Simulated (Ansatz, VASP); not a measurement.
## One calculation of SiC, two programs

```
Si C
1.0
     3.09412    0.00000    0.00000
    -1.54706    2.67959    0.00000
     0.00000    0.00000   10.12934
Si C
4 4
Direct
  0.66667 0.33333 0.93784
  0.33333 0.66667 0.43784
  0.00000 0.00000 0.68790
  0.00000 0.00000 0.18790
  0.66667 0.33333 0.74981
  0.33333 0.66667 0.24981
  0.00000 0.00000 0.50045
  0.00000 0.00000 0.00045
```

Alike in both runs: functional PBE; k mesh 12 × 12 × 4; occupations gaussian, width 0.02 eV; no spin polarisation.

Ansatz relaxed the structure, and its values are those at the end. VASP's run is a single point on that final structure, the one shown.

|  | VASP | Ansatz |
| --- | --- | --- |
| version | VASP 6.6.1 | Ansatz 0.2.0 |
| potentials or method | VASP PAW PBE potentials, release 64 (Si, C), cutoff 520 eV | scalar-relativistic, plane waves, PAW |
| valence electrons in the cell | 32 | 32 |

```tsv
	VASP	Ansatz	Ansatz less VASP
gap on the k mesh at the Fermi level (eV)	2.22	2.22	+0.001
least direct gap on the mesh (eV)	3.34	3.34	+0.002
pressure (GPa)	0.0	0.0	+0.05
```
